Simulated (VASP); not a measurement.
Ta3N, 4 atoms in the cell. The structure is monoclinic, space group Cm (No. 8). The conventional cell has a = 5.234 Å, b = 3.022 Å, c = 7.558 Å, α = 90.00°, β = 90.00°, γ = 90.00°. Ta (site symmetry m) has 12 Ta at 3.02 Å and 1 N at 3.48 Å within 4.0 Å. Within 2.6 Å of Ta (site symmetry m) lie 3 N at 1.93 to 2.20 Å. Within 2.9 Å of Ta (site symmetry m) lie 3 N at 2.23 to 2.47 Å. N (site symmetry m) has 6 Ta at 1.93 to 2.47 Å within 2.6 Å.  This cell differs from its parent crystal: all Ta atoms moved +0.375 Å, as atom 1 towards its neighbour atom 2 (Ta) at 3.021 Å.

* Program: VASP 6.6.1
* Task: single point
* Functional: PBE
* Potentials or basis: VASP PAW PBE potentials, release 64 (Ta_pv, N)
* Cutoff: 520 eV
* k mesh: 18 × 18 × 6
* Occupations: gaussian, width 0.15 eV
* Spin: no spin polarisation
* Dipole correction: no
* Further INCAR settings: ALGO = Normal; EDIFF = 1e-06; NBANDS = 27

Potentials or basis: VASP PAW PBE potentials, release 64 (Ta_pv, N).

The run is started by

```sh
$ cat potpaw_PBE.64/Ta_pv/POTCAR potpaw_PBE.64/N/POTCAR > POTCAR
$ mpirun -np 1 vasp_std > vasp.out
```

Hardware: 1 thread of Oxide Virtual Turin-like Processor, with other jobs on the host.

Problem. How long does it take, and how much memory?

Solution. It took 23 min on 1 thread of Oxide Virtual Turin-like Processor, with other jobs on the host, peak memory 0.69 GiB. Counts: scf iterations 15, k points 524.
